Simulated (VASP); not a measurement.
# AlN (F-43m) in VASP: settings compared

AlN is run at these levels: PBE, PBEsol, PBE+D4; tasks: single point.

Program: VASP 6.6.1. These are calculated values, not measurements. Logs are shortened: lines on timing, memory, paths and dates and some standing lists are left out, and cuts for length are marked.

## Step 1: The cell of the first run

It takes space group F-43m (No. 216, cubic). The conventional cell has a = 4.368 Å, b = 4.368 Å, c = 4.368 Å, α = 90.00°, β = 90.00°, γ = 90.00°. Al (site symmetry -43m) has 4 N at 1.89 Å within 2.5 Å. Within 2.5 Å of N (site symmetry -43m) lie 4 Al at 1.89 Å.

## Step 2: Single point, PBE

Input file INCAR:

```
SYSTEM = AlN
PREC = Accurate
ENCUT = 520
EDIFF = 1E-6
ISMEAR = 0
SIGMA = 0.026000000000000002
LREAL = .FALSE.
LASPH = .TRUE.
NELM = 100
ALGO = Normal
ISIF = 2
LWAVE = .FALSE.
LCHARG = .FALSE.
GGA = PE
NBANDS = 11
```

Input file KPOINTS:

```
regular mesh
0
G
  10 10 10
  0 0 0
```

Input file POSCAR:

```
AlN
1.0
    0.0000000000      2.1839935596      2.1839935596
    2.1839935596      0.0000000000      2.1839935596
    2.1839935596      2.1839935596      0.0000000000
Al N
1 1
Direct
    0.0000000000      0.0000000000      0.0000000000
    0.2500000000      0.2500000000      0.2500000000
```

Potentials or basis: VASP PAW PBE potentials, release 64 (Al, N).

Launch:

```
cat potpaw_PBE.64/Al/POTCAR potpaw_PBE.64/N/POTCAR > POTCAR
mpirun -np 1 vasp_std > vasp.out
```

OUTCAR:

```text
SYSTEM = AlN
   PREC = Accurate
   ENCUT = 520
   EDIFF = 1E-6
   ISMEAR = 0
   LREAL = .FALSE.
   LASPH = .TRUE.
   NELM = 100
   ISIF = 2
   GGA = PE

 ion  position               nearest neighbor table
   1  0.000  0.000  0.000-   2 1.89   2 1.89   2 1.89   2 1.89
   2  0.250  0.250  0.250-   1 1.89   1 1.89   1 1.89   1 1.89

  LATTYP: Found a face centered cubic cell.
 ALAT       =     4.3679871192

  Lattice vectors:

 A1 = (   0.0000000000,   2.1839935596,   2.1839935596)
 A2 = (   2.1839935596,   0.0000000000,   2.1839935596)
 A3 = (   2.1839935596,   2.1839935596,   0.0000000000)

Analysis of symmetry for initial positions (statically):
=====================================================================
 Subroutine PRICEL returns:
 Original cell was already a primitive cell.

 Routine SETGRP: Setting up the symmetry group for a
 face centered cubic supercell.

 Subroutine GETGRP returns: Found 24 space group operations
 (whereof 24 operations were pure point group operations)
 out of a pool of 48 trial point group operations.

The static configuration has the point symmetry T_d .

Analysis of symmetry for dynamics (positions and initial velocities):
=====================================================================
 Subroutine PRICEL returns:
 Original cell was already a primitive cell.

 Routine SETGRP: Setting up the symmetry group for a
 face centered cubic supercell.

 Subroutine GETGRP returns: Found 24 space group operations
 (whereof 24 operations were pure point group operations)
 out of a pool of 48 trial point group operations.

The dynamic configuration has the point symmetry T_d .

 Subroutine INISYM returns: Found 24 space group operations
 (whereof 24 operations are pure point group operations),
 and found     1 'primitive' translations

----------------------------------------------------------------------------------------

                                     Primitive cell

  volume of cell :      20.8345

  direct lattice vectors                    reciprocal lattice vectors
     0.000000000  2.183993560  2.183993560    -0.228938404  0.228938404  0.228938404
     2.183993560  0.000000000  2.183993560     0.228938404 -0.228938404  0.228938404
     2.183993560  2.183993560  0.000000000     0.228938404  0.228938404 -0.228938404

  length of vectors
     3.088633312  3.088633312  3.088633312     0.396532948  0.396532948  0.396532948

  position of ions in fractional coordinates (direct lattice)
     0.000000000  0.000000000  0.000000000
     0.250000000  0.250000000  0.250000000

  ion indices of the primitive-cell ions
   primitive index   ion index
                 1           1
                 2           2

----------------------------------------------------------------------------------------

 KPOINTS: regular mesh

Automatic generation of k-mesh.
 Grid dimensions read from file:
 generate k-points for:   10   10   10

 Generating k-lattice:

  Cartesian coordinates                     Fractional coordinates (reciprocal lattice)
    -0.022893840  0.022893840  0.022893840     0.100000000  0.000000000  0.000000000
     0.022893840 -0.022893840  0.022893840     0.000000000  0.100000000  0.000000000
     0.022893840  0.022893840 -0.022893840     0.000000000  0.000000000  0.100000000

  Length of vectors
     0.039653295  0.039653295  0.039653295

  Shift w.r.t. Gamma in fractional coordinates (k-lattice)
     0.000000000  0.000000000  0.000000000

 Subroutine IBZKPT returns following result:
 ===========================================

 Found     47 irreducible k-points:

 Following reciprocal coordinates:
            Coordinates               Weight
  0.000000  0.000000  0.000000      1.000000
  0.100000  0.000000  0.000000      8.000000
  0.200000  0.000000  0.000000      8.000000
  0.300000  0.000000  0.000000      8.000000
  0.400000  0.000000  0.000000      8.000000
  0.500000  0.000000  0.000000      4.000000
[... 16 lines left out ...]
  0.300000  0.300000  0.000000      6.000000
  0.400000  0.300000  0.000000     24.000000
 [... further k-points ...]
   k-points           NKPTS =     47   k-points in BZ     NKDIM =     47   number of bands    NBANDS=     11
   number of dos      NEDOS =    301   number of ions     NIONS =      2
   total plane-waves  NPLWV =  13824
   dimension x,y,z NGX =    24 NGY =   24 NGZ =   24
   dimension x,y,z NGXF=    48 NGYF=   48 NGZF=   48
   ions per type =               1   1
   NGX,Y,Z   is equivalent  to a cutoff of  12.92, 12.92, 12.92 a.u.
   NGXF,Y,Z  is equivalent  to a cutoff of  25.84, 25.84, 25.84 a.u.
 SYSTEM =  AlN
   PREC   = accura    normal or accurate (medium, high low for compatibility)
   ISTART =      0    job   : 0-new  1-cont  2-samecut
   ICHARG =      2    charge: 1-file 2-atom 10-const
   ISPIN  =      1    spin polarized calculation?
   LNONCOLLINEAR =      F non collinear calculations
   LSORBIT =      F    spin-orbit coupling
   LASPH  =      T    aspherical Exc in radial PAW
   ENCUT  =  520.0 eV  38.22 Ry    6.18 a.u.   5.74  5.74  5.74*2*pi/ulx,y,z
   NELM   =    100;   NELMIN=  2; NELMDL= -5     # of ELM steps
   EDIFF  = 0.1E-05   stopping-criterion for ELM
   LREAL  =      F    real-space projection
   EDIFFG = 0.1E-04   stopping-criterion for IOM
   NSW    =      0    number of steps for IOM
   IBRION =     -1    ionic relax: 0-MD 1-quasi-New 2-CG
   NFREE  =      0    steps in history (QN), initial steepest desc. (CG)
   ISIF   =      2    stress and relaxation
   ISYM   =      2    0-nonsym 1-usesym 2-fastsym
   POTIM  = 0.5000    time-step for ionic-motion
   TEBEG  =    0.0;   TEEND  =   0.0 temperature during run
   PSTRESS=    0.0 pullay stress
   NELECT =       8.0000    total number of electrons
   NUPDOWN=      -1.0000    fix difference up-down
   EMIN   =  10.00;   EMAX   =-10.00  energy-range for DOS
   EFERMI =   0.00;   METHOD = LEGACY
   ISMEAR =     0;   SIGMA  =   0.03  broadening in eV -4-tet -1-fermi 0-gaus
   EFERMI_NEDOS =   21; number of points for ismear=-14 and -15
   IALGO  =     38    algorithm
   IMIX   =      4    mixing-type and parameters
     AMIX     =   0.40;   BMIX     =  1.00
     AMIX_MAG =   1.60;   BMIX_MAG =  1.00
  volume/ion in A,a.u.               =      10.42        70.30
  Fermi-wavevector in a.u.,A,eV,Ry     =   1.189899  2.248583 19.263943  1.415860
  Thomas-Fermi vector in A             =   2.325996
   LORBIT       =      0    0 simple, 1 ext, 2 COOP (PROOUT), +10 PAW based schemes
   GGA     = PE    functional components
   LHFCALC =     F    Hartree Fock is set to
   AEXX    =    0.0000 exact exchange contribution
   IVDW    =     0    specifies the selected vdW correction
   LEPSILON=     F    determine dielectric tensor
   LRPA    =     F    only Hartree local field effects (RPA)
 non-spin polarized calculation
 Gauss-broadening in eV      SIGMA  =   0.03
  energy-cutoff  :      520.00
  volume of cell :       20.83
 maximum number of plane-waves:       571
   NGX = 11   NGY = 11   NGZ = 11

 number of electron       8.0000000 magnetization

 Free energy of the ion-electron system (eV)
  ---------------------------------------------------
  ext. energy  EPLUGINS =         0.00000000
  ---------------------------------------------------
  free energy    TOTEN  =       -14.84044915 eV

  energy without entropy =      -14.84044915  energy(sigma->0) =      -14.84044915

 E-fermi :   6.1218     XC(G=0): -10.9337

 val. band max:        5.9700078204   @ k =   0.0000   0.0000   0.0000
 cond. band min:       9.2877574328   @ k =   0.5000   0.5000   0.0000
 fundamental gap:      3.3177496124
 Fermi energy:         6.1218373500

 k-point     1 :       0.0000    0.0000    0.0000
  band No.  band energies     occupation
      1      -9.0107      2.00000
      2       5.9700      2.00000
      3       5.9700      2.00000
      4       5.9700      2.00000
      5      10.1659      0.00000
      6      18.5304      0.00000
      7      18.5304      0.00000
      8      18.5304      0.00000
      9      23.6587      0.00000
     10      23.6587      0.00000
     11      25.0606      0.00000

 k-point     2 :       0.1000    0.0000    0.0000
  band No.  band energies     occupation
      1      -8.8643      2.00000
      2       5.1589      2.00000
      3       5.9184      2.00000
      4       5.9184      2.00000
      5      10.8264      0.00000
      6      18.1418      0.00000
      7      18.6642      0.00000
      8      18.6642      0.00000
      9      22.4023      0.00000
     10      22.4023      0.00000
     11      24.2720      0.00000

 k-point     3 :       0.2000    0.0000    0.0000
  band No.  band energies     occupation
      1      -8.4479      2.00000
      2       3.5547      2.00000
      3       5.7897      2.00000
      4       5.7898      2.00000
      5      11.9510      0.00000
      6      17.3408      0.00000
      7      18.5942      0.00000
      8      18.5942      0.00000
      9      21.8709      0.00000
     10      21.8709      0.00000
     11      23.4021      0.00000

 k-point     4 :       0.3000    0.0000    0.0000
  band No.  band energies     occupation
      1      -7.8427      2.00000
      2       1.9095      2.00000
      3       5.6423      2.00000
      4       5.6423      2.00000
      5      12.7944      0.00000
      6      16.5810      0.00000
      7      17.9334      0.00000
      8      17.9334      0.00000
      9      22.9299      0.00000
     10      22.9299      0.00000
     11      23.2134      0.00000
[... 239 lines left out ...]
 k-point    22 :      -0.2000    0.2000    0.0000
  band No.  band energies     occupation
      1      -7.6439      2.00000
      2       2.2126      2.00000
      3       4.2802      2.00000
      4       5.7160      2.00000
      5      13.5310      0.00000
      6      15.9286      0.00000
      7      17.3716      0.00000
      8      18.4727      0.00000
      9      20.9470      0.00000
     10      24.4163      0.00000
     11      27.3298      0.00000

 k-point    23 :       0.3000    0.3000    0.0000
  band No.  band energies     occupation
      1      -7.4667      2.00000
      2       2.4554      2.00000
      3       4.7310      2.00000
      4       4.7310      2.00000
      5      11.3000      0.00000
      6      15.6729      0.00000
      7      17.8534      0.00000
      8      20.4723      0.00000
      9      20.4723      0.00000
     10      26.3556      0.00000
     11      29.7456      0.00000

 k-point    24 :       0.4000    0.3000    0.0000
  band No.  band energies     occupation
      1      -7.0039      2.00000
      2       1.8217      2.00000
      3       4.2689      2.00000
      4       4.5674      2.00000
      5      10.8859      0.00000
      6      15.5056      0.00000
      7      18.2228      0.00000
      8      20.5588      0.00000
      9      21.0687      0.00000
     10      27.2834      0.00000
     11      29.5348      0.00000

 [... further k-points ...]

------------------------ aborting loop because EDIFF is reached ----------------------------------------

  FORCE on cell =-STRESS in cart. coord.  units (eV):
  Direction    XX          YY          ZZ          XY          YZ          ZX
  --------------------------------------------------------------------------------------
  -------------------------------------------------------------------------------------
  Total        0.5961647      0.5961647      0.5961647      0.0000000     -0.0000000      0.0000000
  in kB       45.8450834     45.8450834     45.8450834      0.0000000     -0.0000000      0.0000000
  external PRESSURE =      45.8450834 kB  Pullay stress =       0.0000000 kB

 VOLUME and BASIS-vectors are now :
 -----------------------------------------------------------------------------
  energy-cutoff  :      520.00
  volume of cell :       20.83
      direct lattice vectors                 reciprocal lattice vectors
     0.000000000  2.183993560  2.183993560    -0.228938404  0.228938404  0.228938404
     2.183993560  0.000000000  2.183993560     0.228938404 -0.228938404  0.228938404
     2.183993560  2.183993560  0.000000000     0.228938404  0.228938404 -0.228938404

 POSITION                                       TOTAL-FORCE (eV/Angst)
 -----------------------------------------------------------------------------------
      0.00000      0.00000      0.00000        -0.000000      0.000000     -0.000000
      1.09200      1.09200      1.09200         0.000000     -0.000000      0.000000
 -----------------------------------------------------------------------------------
    total drift:                                0.000000      0.000000      0.000000

  FREE ENERGIE OF THE ION-ELECTRON SYSTEM (eV)
  ---------------------------------------------------
  free  energy   TOTEN  =       -14.8404491514 eV

  energy  without entropy=      -14.8404491514  energy(sigma->0) =      -14.84044915
```

Wall time 6.4 s (1 thread of Intel Xeon Platinum 8375C at 2.90GHz (Ice Lake), shared host); peak memory 0.13 GiB.

What came out:

```
Free energy            : -14.8404 eV
Pressure               : 4.6 GPa
Band gap on the k mesh : 3.32 eV, indirect (least direct gap 4.20 eV)
```

Levels at points of the mesh, in eV from the valence-band top:
```
           k point  band 1  band 2  band 3  band 4  band 5  band 6  band 7  band 8  band 9
(0.00, 0.00, 0.00)  -14.98    0.00    0.00    0.00    4.20   12.56   12.56   12.56   17.69
(0.50, 0.00, 0.00)  -12.93   -5.85   -0.48   -0.48    7.38    9.86   11.15   11.15   17.99
(0.50, 0.50, 0.00)  -12.30   -4.90   -1.77   -1.77    3.32    8.62   13.96   15.73   15.73
```

A k mesh can miss the band edges.

## Step 3: Single point, PBEsol

This run uses another cell than the first one, of 10.48 Å³/atom, 1.006 times its volume.

Input file INCAR:

```
SYSTEM = AlN
PREC = Accurate ; ENCUT = 520
EDIFF = 1E-6 ; ISMEAR = -1
SIGMA = 0.05 ; LREAL = .FALSE.
LASPH = .TRUE. ; NELM = 80
ALGO = Normal ; ISIF = 2
LWAVE = .FALSE. ; LCHARG = .FALSE.
GGA = PS ; NBANDS = 11
```

Input file KPOINTS:

```
Automatic mesh
0
G
  10 10 10
  0 0 0
```

Input file POSCAR:

```
AlN
1.0
    0.0000000000      2.1882883319      2.1882883319
    2.1882883319      0.0000000000      2.1882883319
    2.1882883319      2.1882883319      0.0000000000
Al N
1 1
Direct
    0.0000000000      0.0000000000      0.0000000000
    0.2500000000      0.2500000000      0.2500000000
```

Potentials or basis: VASP PAW PBE potentials, release 64 (Al, N).

Launch:

```
cat potpaw_PBE.64/Al/POTCAR potpaw_PBE.64/N/POTCAR > POTCAR
mpirun -np 1 vasp_std > vasp.out
```

Run time: 5.8 s. Hardware: 1 thread of Intel Xeon Platinum 8375C at 2.90GHz (Ice Lake), shared host; peak memory 0.13 GiB.

Results (log left out):

```yaml
Free_energy: -15.6114 eV
Pressure: 0.1 GPa
Band_gap_on_the_k_mesh: 3.18 eV, indirect (least direct gap 4.08 eV)
```

Levels at points of the mesh, in eV from the valence-band top:
| k point | band 2 | band 3 | band 4 | band 5 | band 6 | band 7 |
| --- | --- | --- | --- | --- | --- | --- |
| (0.00, 0.00, 0.00) | 0.00 | 0.00 | 0.00 | 4.08 | 12.41 | 12.41 |
| (0.50, 0.00, 0.00) | -5.89 | -0.48 | -0.48 | 7.23 | 9.73 | 11.00 |
| (0.50, 0.50, 0.00) | -4.93 | -1.78 | -1.78 | 3.18 | 8.45 | 13.79 |

Caveat: the PAW data sets were made with another functional, which shifts forces and pressure a little.

## Step 4: Single point, PBE+D4

Input file INCAR:

```
SYSTEM = AlN
PREC     = Accurate       ! precision mode
ENCUT    = 520            ! plane-wave cutoff, eV
EDIFF    = 1E-6           ! SCF threshold, eV
ISMEAR   = -1             ! smearing method
SIGMA    = 0.05           ! smearing width, eV
LREAL    = .FALSE.        ! projectors in reciprocal space
LASPH    = .TRUE.         ! aspherical terms in the spheres
NELM     = 80             ! most SCF steps
ALGO     = Normal         ! electronic algorithm
ISIF     = 2              ! what is computed and relaxed
LWAVE    = .FALSE.        ! write WAVECAR
LCHARG   = .FALSE.        ! write CHGCAR
GGA      = PE             ! functional
IVDW     = 13             ! dispersion correction
NBANDS   = 11             ! bands
```

KPOINTS is that of step 3.

Input file POSCAR:

```
AlN
1.0
    0.0000000000      2.1841131822      2.1841131822
    2.1841131822      0.0000000000      2.1841131822
    2.1841131822      2.1841131822      0.0000000000
Al N
1 1
Direct
    0.0000000000      0.0000000000      0.0000000000
    0.2500000000      0.2500000000      0.2500000000
```

Launch:

```
cat potpaw_PBE.64/Al/POTCAR potpaw_PBE.64/N/POTCAR > POTCAR
mpirun -np 1 vasp_std > vasp.out
```

It took 6.7 s on 1 thread of Intel Xeon Platinum 8375C at 2.90GHz (Ice Lake), shared host; peak memory 0.14 GiB.

The run converged. Its results:

```yaml
Free_energy: -15.4561 eV
Pressure: -0.1 GPa
Band_gap_on_the_k_mesh: 3.32 eV, indirect (least direct gap 4.19 eV)
Dispersion_energy_per_atom: -0.308 eV
```

Levels at points of the mesh, in eV from the valence-band top:
```tsv
k point	band 1	band 2	band 3	band 4	band 5	band 6	band 7	band 8	band 9
(0.00, 0.00, 0.00)	-14.98	0.00	0.00	0.00	4.19	12.56	12.56	12.56	17.69
(0.50, 0.00, 0.00)	-12.93	-5.85	-0.48	-0.48	7.38	9.86	11.15	11.15	17.99
(0.50, 0.50, 0.00)	-12.30	-4.90	-1.77	-1.77	3.32	8.61	13.96	15.73	15.73
```

## Step 5: Summary

```csv
level,cell,smearing,gap on the mesh (eV),pressure (GPa)
PBE,"a = 3.089 Å, angles 60.0°, 2 atoms",gaussian 0.026 eV,3.32,4.6
PBEsol,"a = 3.095 Å, angles 60.0°, 2 atoms",fermi-dirac 0.05 eV,3.18,0.1
PBE+D4,"a = 3.089 Å, angles 60.0°, 2 atoms",fermi-dirac 0.05 eV,3.32,-0.1
```

Alike in all rows: task single point; potentials or basis VASP PAW PBE potentials, release 64 (Al, N); no spin polarisation; k mesh 10 × 10 × 10; cutoff (eV) 520.

Caveats: the PAW data sets were made with another functional, which shifts forces and pressure a little (some runs).

Total energies depend on the potentials used, so only differences within one code and one set of settings carry meaning.
